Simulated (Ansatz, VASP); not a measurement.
## Ni: VASP beside Ansatz

Contents of INCAR:

```
PREC = Accurate
ENCUT = 520
EDIFF = 1E-6
ISMEAR = 0
SIGMA = 0.15
LREAL = F
LASPH = T
NELM = 150
ALGO = Fast
ISIF = 2
LWAVE = F
LCHARG = F
ISPIN = 2
MAGMOM = 0.75
LORBIT = 11
LMAXMIX = 4
GGA = PE
NBANDS = 15
```

File KPOINTS:

```
Automatic mesh
0
Gamma
  22 22 22
```

Contents of POSCAR:

```
Ni
1.0
    0.0000000000      2.0844704813      1.4951897967
    1.6974801810      0.0000000000      1.4951897967
    1.6974801810      2.0844704813      0.0000000000
Ni
1
Direct
    0.0000000000      0.0000000000      0.0000000000
```

Input for Ansatz:

```yaml
crystal:
  lattice:
    - [0.0, 2.0844704813, 1.4951897967]
    - [1.697480181, 0.0, 1.4951897967]
    - [1.697480181, 2.0844704813, 0.0]
  atoms:
    - { symbol: Ni, position: [0.0, 0.0, 0.0], spin: 0.75 }
basis:
  ecutwfc: 520.0
kpoints:
  mp_grid: { grid: [22, 22, 22] }
hamiltonian:
  xc: pbe
scf:
  occupations: { method: gaussian, width: 0.15 }
output:
  forces: true
  stress: true
  eigenvalues: true
  populations: true
magnetization:
  spin_polarized: true
```

Change from the starting cell: strain +e along x and -e along y -0.1100, strain +e along z and -e/2 along x and y -0.1500.

Alike in both runs: task single point; functional PBE; k mesh 22 × 22 × 22; occupations gaussian, width 0.15 eV; collinear spin.

```csv
,VASP,Ansatz
version,VASP 6.6.1,Ansatz 0.2.0
potentials or method,"VASP PAW PBE potentials, release 64 (Ni), cutoff 520 eV","scalar-relativistic, plane waves, PAW"
valence electrons in the cell,10,18
```

```csv
,VASP,Ansatz,Ansatz less VASP
gap on the k mesh at the Fermi level (eV),none,none,-
pressure (GPa),12.9,13.4,+0.49
"traceless stress, the component that is largest in VASP (GPa)",-30.52,-31.18,-0.654
net moment per atom (μB),0.49,0.51,+0.013
size of the moment on the site where the two differ most (μB),0.50,0.53,+0.033
```

Site moments also hang on the region over which each program counts them. A gap of «none» marks a metal or a gap that the smearing closes. VASP's potentials hold 10 valence electrons a cell and Ansatz's 18, so a difference there can come from the potentials and not from the codes.
